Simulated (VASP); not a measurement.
**ZnRe: relaxation of cell and atoms with PBE+D3(BJ)**

The system is ZnRe.

```xyz
2
Lattice="2.7482 0.0000 0.0000 -1.3741 2.3800 0.0000 0.0000 0.0000 4.4941" Properties=species:S:1:pos:R:3 pbc="T T T"
Re    0.0000    1.5867    2.2470
Zn    0.0000    0.0000    0.0000
```

```yaml
Program: VASP 6.6.1
Task: relaxation of cell and atoms
Functional: PBE
Dispersion: D3(BJ)
Potentials_or_basis: VASP PAW PBE potentials, release 64 (Re, Zn)
Cutoff: 600 eV
k_mesh: 11 × 11 × 6
Occupations: fermi-dirac, width 0.05 eV
Spin: no spin polarisation
Dipole_correction: no
Further_INCAR_settings: ALGO = Normal; EDIFF = 1e-07; IBRION = 2; EDIFFG = -0.01; NSW = 60; ISIF = 3
```

```
Relaxed volume                         : 14.20 Å³/atom
Relaxed cell                           : a = 2.721 Å, b = 2.721 Å, c = 4.430 Å, α = 90.00°, β = 90.00°, γ = 120.00°
Space group after relaxing (to 0.05 Å) : P-6m2 (No. 187)
Energy gained by relaxing              : 11.9 meV/atom
Ionic steps                            : 5
Pressure after relaxing                : 0.0 GPa
Dispersion energy per atom             : -0.551 eV
```

Stress tensor (GPa, compression positive):
```
-0.02  0.00  0.00
 0.00 -0.02  0.00
 0.00  0.00  0.10
```

The path:
| step | energy change (eV) | largest force (eV/Å) | pressure (GPa) | volume (Å³) |
| --- | --- | --- | --- | --- |
| 1 | 0.0000 | 0.0000 | -7.46 | 29.39 |
| 2 | 0.0785 | 0.0000 | 18.83 | 26.58 |
| 3 | -0.0234 | 0.0000 | -0.17 | 28.44 |
| 4 | -0.0234 | 0.0000 | -0.01 | 28.42 |
| 5 | -0.0238 | 0.0000 | 0.02 | 28.41 |

Final structure:
```
Re Zn
1.0
     2.72100    0.00000    0.00000
    -1.36050    2.35645    0.00000
     0.00000    0.00000    4.43017
Re Zn
1 1
Direct
  0.33333 0.66667 0.50000
  0.00000 0.00000 0.00000
```

Levels at points of the mesh, in eV from the Fermi level:
| k point | band 8 | band 9 | band 10 | band 11 | band 12 | band 13 |
| --- | --- | --- | --- | --- | --- | --- |
| (0.00, 0.00, 0.00) | -1.58 | -1.28 | -1.28 | 1.78 | 1.78 | 5.06 |
| (0.00, 0.00, 0.50) | -3.25 | -1.19 | -1.19 | 1.71 | 1.71 | 9.79 |

Wall time 89 s on 1 thread of Intel(R) Xeon(R) Platinum 8259CL CPU @ 2.50GHz (Skylake/Cascade Lake), on a shared host, peak memory 0.19 GiB.

Caveat: spin-orbit coupling is left out, which moves the levels of the heavy elements; pairwise dispersion overbinds metals, which lowers pressure and volume.
